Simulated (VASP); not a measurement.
A run of VASP 6.6.1:

The input INCAR:

```
PREC = Accurate
ENCUT = 400
EDIFF = 1E-8
ISMEAR = -1
SIGMA = 0.05
LREAL = False
LASPH = True
NELM = 120
ALGO = Normal
ISIF = 2
LWAVE = False
LCHARG = False
LEFG = True
ISYM = 0
NBANDS = 18
GGA_COMPAT = False
```

File KPOINTS:

```
Automatic mesh
0
Gamma
  11 11 14
```

Contents of POSCAR:

```
Si2W
1.0
   -1.5842946366      1.5842946366      3.8867502291
    1.5842946366     -1.5842946366      3.8867502291
    1.5842946366      1.5842946366     -3.8867502291
Si W
2 1
Direct
    0.3330000000      0.3330000000      0.0000000000
    0.6670000000      0.6670000000      0.0000000000
    0.0000000000      0.0000000000      0.0000000000
```

Potentials or basis: VASP PAW LDA potentials, release 64 (Si, W_sv).

Run with:

```console
$ cat potpaw_LDA.64/Si/POTCAR potpaw_LDA.64/W_sv/POTCAR > POTCAR
$ mpirun -np 1 vasp_std > vasp.out
```

Hardware: 1 thread of Intel Xeon 8259CL, with other jobs on the host.

Estimate the wall time of this run.

Wall time 12 min on 1 thread of Intel Xeon 8259CL, with other jobs on the host, peak memory 0.48 GiB. Counts: scf iterations 14, k points 848.
